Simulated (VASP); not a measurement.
Ti2W, 3 atoms in the cell. The structure is orthorhombic, space group Fmmm (No. 69). The conventional cell has a = 3.127 Å, b = 4.422 Å, c = 13.266 Å, α = 90.00°, β = 90.00°, γ = 90.00°. Within 3.6 Å of Ti (site symmetry mm2) lie 10 Ti at 2.71 to 3.13 Å and 4 W at 2.71 to 3.13 Å. Within 3.6 Å of W (site symmetry mmm) lie 6 W at 2.71 to 3.13 Å and 8 Ti at 2.71 to 3.13 Å. 

```yaml
Program: VASP 6.6.1
Task: single point
Functional: PBE
Potentials_or_basis: VASP PAW PBE potentials, release 64 (Ti_sv, W_sv)
Cutoff: 520 eV
k_mesh: 6 × 6 × 6
Occupations: gaussian, width 0.1 eV
Spin: no spin polarisation
Dipole_correction: no
Further_INCAR_settings: ALGO = Normal; EDIFF = 1e-06; NBANDS = 26
```

Potentials or basis: VASP PAW PBE potentials, release 64 (Ti_sv, W_sv).

Run with:

```bash
$ cat potpaw_PBE.64/Ti_sv/POTCAR potpaw_PBE.64/W_sv/POTCAR > POTCAR
$ mpirun -np 1 vasp_std > vasp.out
```

Hardware: 1 thread of Intel Xeon 8259CL, with other jobs on the host.

Task: How long does it take, and how much memory?

Result: Run time: 3.1 min on 1 thread of Intel Xeon 8259CL (shared host), peak memory 0.25 GiB. Counts: scf iterations 15, k points 46.
